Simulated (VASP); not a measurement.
Write the native input for VASP 6.6.1 that does the following.

* Task: single point
* Functional: PBE
* Potentials or basis: VASP PAW PBE potentials, release 64 (Mo_sv)
* Cutoff: 520 eV
* k mesh: 12 × 12 × 12
* Occupations: fermi-dirac, width 0.08 eV
* Spin: no spin polarisation
* Dipole correction: no
* Further INCAR settings: ALGO = Normal; EDIFF = 1e-06; NBANDS = 21

The structure of Mo lies in POSCAR:

```
Mo
1.0
    3.1607300697      0.0000000000      0.0000000000
    0.0000000000      3.1607300697      0.0000000000
    0.0000000000      0.0000000000      3.1607300697
Mo
2
Direct
    0.0000000000      0.0000000000      0.0000000000
    0.5000000000      0.5000000000      0.5000000000
```

These files were run (other wordings do the same):

INCAR

```
SYSTEM = Mo
PREC = Accurate
ENCUT = 520
EDIFF = 1E-6
ISMEAR = -1
SIGMA = 0.08
LREAL = .FALSE.
LASPH = .TRUE.
NELM = 80
ALGO = Normal
ISIF = 2
LWAVE = .FALSE.
LCHARG = .FALSE.
GGA = PE
NBANDS = 21
```

KPOINTS

```
Automatic mesh
0
G
  12 12 12
  0 0 0
```

Potentials or basis: VASP PAW PBE potentials, release 64 (Mo_sv).

The run is started by

```console
$ cat potpaw_PBE.64/Mo_sv/POTCAR > POTCAR
$ mpirun -np 1 vasp_std > vasp.out
```

Results of the run:

```yaml
Pressure: 0.7 GPa
Band_gap_on_the_k_mesh: zero (bands 14 and 15 overlap by 2.20 eV)
```

It took 54 s on 1 thread of Intel Xeon 8259CL, with other jobs on the host, peak memory 0.17 GiB.
